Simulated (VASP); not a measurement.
**GaAs: single point with HF**

Crystal: GaAs.

```
As Ga
1.0
     0.00000    2.86405    2.86405
     2.86405    0.00000    2.86405
     2.86405    2.86405    0.00000
As Ga
1 1
Direct
  0.75000 0.75000 0.75000
  0.00000 0.00000 0.00000
```

| Quantity | Value |
| --- | --- |
| Program | VASP 6.6.1 |
| Task | single point |
| Functional | HF |
| Potentials or basis | VASP PAW PBE potentials, release 64 (As, Ga_d) |
| Cutoff | 520 eV |
| k mesh | 4 × 4 × 4 |
| Occupations | fermi-dirac, width 0.05 eV |
| Spin | no spin polarisation |
| Dipole correction | no |
| Grid for exact exchange (PRECFOCK) | Normal |
| Further INCAR settings | ALGO = Normal; EDIFF = 1e-06; NBANDS = 16 |
| Share of exact exchange | 1 |

| Property | Result |
| --- | --- |
| Pressure | 0.0 GPa |
| Band gap on the k mesh | 7.46 eV |

Levels at points of the mesh, in eV from the valence-band top:
```csv
k point,band 6,band 7,band 8,band 9,band 10,band 11,band 12,band 13
"(0.00, 0.00, 0.00)",-17.18,0.00,0.00,0.00,7.46,10.45,10.45,10.45
"(0.50, 0.00, 0.00)",-14.93,-8.41,-1.37,-1.37,7.54,11.38,11.38,14.73
"(0.50, 0.50, 0.00)",-13.95,-8.60,-3.30,-3.30,7.51,7.93,18.60,18.60
```

Wall time 9 min on 1 thread of Intel(R) Xeon(R) Platinum 8259CL CPU @ 2.50GHz (Skylake/Cascade Lake) (shared host), peak memory 0.17 GiB.

Caveat: the k points lie up to 0.47 Å⁻¹ apart; the PAW data sets were made with another functional, which shifts forces and pressure a little. A k mesh can miss the band edges.
